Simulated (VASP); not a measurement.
Write the native input for VASP 6.6.1 that does the following.

```yaml
Task: single point
Functional: PBEsol
Potentials_or_basis: VASP PAW PBE potentials, release 64 (C, Pt)
Cutoff: 520 eV
k_mesh: 2 × 2 × 1
Occupations: gaussian, width 0.02 eV
Spin: no spin polarisation
Dipole_correction: no
Further_INCAR_settings: LREAL = Auto; ALGO = Normal; EDIFF = 1e-07; NBANDS = 56
```

The structure of PtC18 lies in POSCAR:

```
PtC18
1.0
    7.3980000000      0.0000000000      0.0000000000
   -3.6990000000      6.4068560000      0.0000000000
    0.0000000000      0.0000000000     12.0000000000
C Pt
18 1
Direct
    0.0030276688     -0.0025007586      0.0804728333
    0.2248311901      0.1093698688      0.0829391667
    0.0054011821      0.3287180171      0.0815800833
    0.2255720696      0.4424880160      0.0792580000
    0.0040485533      0.6670760198      0.0928180000
    0.2263398571      0.7770914470      0.0857094167
    0.3363879391     -0.0022863008      0.0847967500
    0.5571431359      0.1079104946      0.0863226667
    0.3366259988      0.3311216921      0.0808125000
    0.5572634339      0.4434933453      0.0828344167
    0.3361274995      0.6647313440      0.0806165833
    0.5578552648      0.7763417814      0.0781657500
    0.6694158671     -0.0020066004      0.0809972500
    0.8917016465      0.1086184862      0.0793281667
    0.6670775946      0.3301176115      0.0931966667
    0.8931583133      0.4409676134      0.0916632500
    0.6693211305      0.6648231207      0.0784317500
    0.8906848810      0.7769461340      0.0824400000
    0.8638610504      0.4726155856      0.2551161667
```

One way to write it, as run:

INCAR

```
  PREC = Accurate
  ENCUT = 520
  EDIFF = 1E-7
  ISMEAR = 0
  SIGMA = 0.02
  LREAL = Auto
  LASPH = True
  NELM = 100
  ALGO = Normal
  ISIF = 2
  LWAVE = False
  LCHARG = True
  GGA = PS
  LELF = True
  LVHAR = True
  NBANDS = 56
```

KPOINTS

```
Automatic mesh
0
Gamma
  2 2 1
```

Potentials or basis: VASP PAW PBE potentials, release 64 (C, Pt).

Run with:

```bash
$ cat potpaw_PBE.64/C/POTCAR potpaw_PBE.64/Pt/POTCAR > POTCAR
$ mpirun -np 1 vasp_std > vasp.out
```

It gave:

The largest force is 0.115 eV/Å and the band gap on the k mesh is 0.21 eV, direct.

Caveat: the k points lie up to 0.49 Å⁻¹ apart; the PAW data sets were made with another functional, which shifts forces and pressure a little; spin-orbit coupling is left out, which moves the levels of the heavy elements.

Wall time 3.3 min on 1 thread of Intel(R) Xeon(R) 6975P-C (Granite Rapids), with other jobs on the host, peak memory 0.59 GiB.
